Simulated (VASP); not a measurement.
A run of VASP 6.6.1:

Contents of POSCAR:

```
GaN
1.0
    0.0000000000      2.0990375834      2.0990375834
    2.0990375834      0.0000000000      2.0990375834
    2.0990375834      2.0990375834      0.0000000000
Ga N
1 1
Direct
    0.0000000000      0.0000000000      0.0000000000
    0.5000000000      0.5000000000      0.5000000000
```

The input INCAR.step1:

```
SYSTEM = GaN
  PREC = Accurate
  ENCUT = 520
  ISMEAR = 0
  SIGMA = 0.01
  LREAL = .False.
  LASPH = .True.
  NELM = 100
  NBANDS = 16
  GGA = PE
  ALGO = Normal
  EDIFF = 1E-4
  LWAVE = .True.
  LCHARG = .False.
```

INCAR.step2

```
SYSTEM = GaN
  PREC = Accurate
  ENCUT = 520
  EDIFF = 1E-7
  ISMEAR = 0
  SIGMA = 0.01
  LREAL = .False.
  LASPH = .True.
  NELM = 100
  ALGO = Normal
  ISIF = 2
  LWAVE = .False.
  LCHARG = .False.
  METAGGA = R2SCAN
  LMIXTAU = .True.
  NBANDS = 16
  ISTART = 1
```

File KPOINTS:

```
Automatic mesh
0
Gamma
  8 8 8
  0 0 0
```

Potentials or basis: VASP PAW PBE potentials, release 64 (Ga_d, N).

Command:

```console
$ cat potpaw_PBE.64/Ga_d/POTCAR potpaw_PBE.64/N/POTCAR > POTCAR
$ cp INCAR.step1 INCAR
$ mpirun -np 1 vasp_std > vasp.out
$ cp INCAR.step2 INCAR
$ mpirun -np 1 vasp_std > vasp.out
```

Hardware: 1 thread of Intel(R) Xeon(R) 6975P-C (Granite Rapids), on a shared host.

Q: Estimate the wall time of this run.

A: It took 17 s on 1 thread of Intel(R) Xeon(R) 6975P-C (Granite Rapids), with other jobs on the host, peak memory 0.14 GiB. Counts: k points 29.
